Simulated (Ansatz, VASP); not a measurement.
**Mg: VASP beside Ansatz**

```
Mg
1.0
     3.16593    0.00000    0.00000
    -1.58296    2.74177    0.00000
     0.00000    0.00000    5.13988
Mg
2
Direct
  0.66667 0.33333 0.75000
  0.33333 0.66667 0.25000
```

Alike in both runs: task single point; functional PBE; dispersion D3(BJ); k mesh 10 × 10 × 5; occupations fermi-dirac, width 0.05 eV; no spin polarisation.

|  | VASP | Ansatz |
| --- | --- | --- |
| version | VASP 6.6.1 | Ansatz 0.2.0 |
| potentials or method | VASP PAW PBE potentials, release 64 (Mg) | Ansatz PAW |
| plane-wave cutoff (eV) | 520 | 420 |
| valence electrons in the cell | 4 | 20 |

Ansatz gave:

| Item | Value |
| --- | --- |
| gap on the k mesh at the Fermi level (eV) | none |
| pressure (GPa) | -1.0 |
| traceless stress, the component that is largest in VASP (GPa) | 0.73 |

Question: Estimate VASP's values.

Answer: gap on the k mesh at the Fermi level (eV): none; pressure (GPa): -1.1; traceless stress, the component that is largest in VASP (GPa): 0.73.

A gap of «none» marks a metal or a gap that the smearing closes. VASP's potentials hold 4 valence electrons a cell and Ansatz's 20, so a difference there can come from the potentials and not from the codes.
